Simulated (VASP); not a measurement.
Set up this calculation in VASP 6.6.1, as the native input.

```
Task                   : electric field gradients
Functional             : LDA
Potentials or basis    : VASP PAW LDA potentials, release 64 (Si)
Cutoff                 : 520 eV
k mesh                 : 16 × 16 × 16
Occupations            : fermi-dirac, width 0.05 eV
Spin                   : no spin polarisation
Dipole correction      : no
Further INCAR settings : ALGO = Normal; EDIFF = 1e-08; NBANDS = 11
```

The structure of Si lies in POSCAR:

```
Si
1.0
   -2.2320831393      2.3485956976      1.2642852077
    2.2320831393     -2.3485956976      1.2642852077
    2.2320831393      2.3485956976     -1.2642852077
Si
2
Direct
    0.8070000000      0.5570000000      0.2500000000
    0.1930000000      0.4430000000      0.7500000000
```

These files were run (other wordings do the same):

INCAR

```
SYSTEM = Si
  ALGO = Normal
  EDIFF = 1E-8
  ENCUT = 520
  ISIF = 2
  ISMEAR = -1
  LASPH = .True.
  LCHARG = .False.
  LEFG = .True.
  LREAL = .False.
  LWAVE = .False.
  NBANDS = 11
  NELM = 100
  PREC = Accurate
  SIGMA = 0.05
```

KPOINTS

```
k-points
0
Gamma
  16 16 16
  0 0 0
```

Potentials or basis: VASP PAW LDA potentials, release 64 (Si).

Launch:

```bash
$ cat potpaw_LDA.64/Si/POTCAR > POTCAR
$ mpirun -np 1 vasp_std > vasp.out
```

It gave:

```
Pressure                                : 15.3 GPa
Largest force                           : 0.008 eV/Å
Band gap on the k mesh                  : zero (bands 4 and 5 overlap by 7.55 eV)
Largest electric field gradient by atom : Si -27.2 V/Å²
```

Caveat: the cell stands under pressure; without QUAD_EFG the Cq values of the log hold for a quadrupole moment of 1 mb, not for the nuclei.

It took 3.4 min on 1 thread of Intel Xeon 8259CL, on a shared host, peak memory 0.25 GiB.
